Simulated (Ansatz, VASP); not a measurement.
**LiCl, level by level in two programs**

```xyz
2
Lattice="0.0000 2.5648 2.5648 2.5648 0.0000 2.5648 2.5648 2.5648 0.0000" Properties=species:S:1:pos:R:3 pbc="T T T"
Cl    2.5648    2.5648    2.5648
Li    0.0000    0.0000    0.0000
```

Single points on this cell with VASP 6.6.1 and Ansatz 0.2.0. Each row is one pair of runs. Alike in all rows: spin: off; k mesh: 9 × 9 × 9; VASP's potentials, cutoff: VASP PAW PBE potentials, release 64 (Cl, Li_sv), 520 eV; Ansatz's potentials, cutoff: Ansatz PAW, 420 eV.

| level | smearing | gap on the k mesh at the Fermi level (eV), VASP | gap on the k mesh at the Fermi level (eV), Ansatz | least direct gap on the mesh (eV), VASP | least direct gap on the mesh (eV), Ansatz |
| --- | --- | --- | --- | --- | --- |
| PBE | gaussian, width 0.012 eV | 6.34 | 6.33 | 6.34 | 6.33 |
| PBE | gaussian, width 0.013 eV | 6.34 | 6.33 | 6.34 | 6.33 |
| PBE | gaussian, width 0.014 eV | 6.34 | 6.33 | 6.34 | 6.33 |
| PBE | gaussian, width 0.015 eV | 6.34 | 6.33 | 6.34 | 6.33 |
| PBE | gaussian, width 0.016 eV | 6.34 | 6.33 | 6.34 | 6.33 |
| PBE | gaussian, width 0.022 eV | 6.34 | 6.33 | 6.34 | 6.33 |
| PBE | gaussian, width 0.025 eV | 6.34 | 6.33 | 6.34 | 6.33 |
| PBEsol | fermi-dirac, width 0.05 eV | 6.14 | 6.13 | 6.14 | 6.13 |

Gap on the k mesh at the fermi level (eV): the two programs differ by at most 0.013; least direct gap on the mesh (eV): the two programs differ by at most 0.013.

Noted on VASP's runs: the cutoff is short for stress, so the pressure is rough. Noted on Ansatz's runs: odd divisions of the mesh miss points on the zone boundary, where band edges often lie, so the gap on the mesh can be too wide.
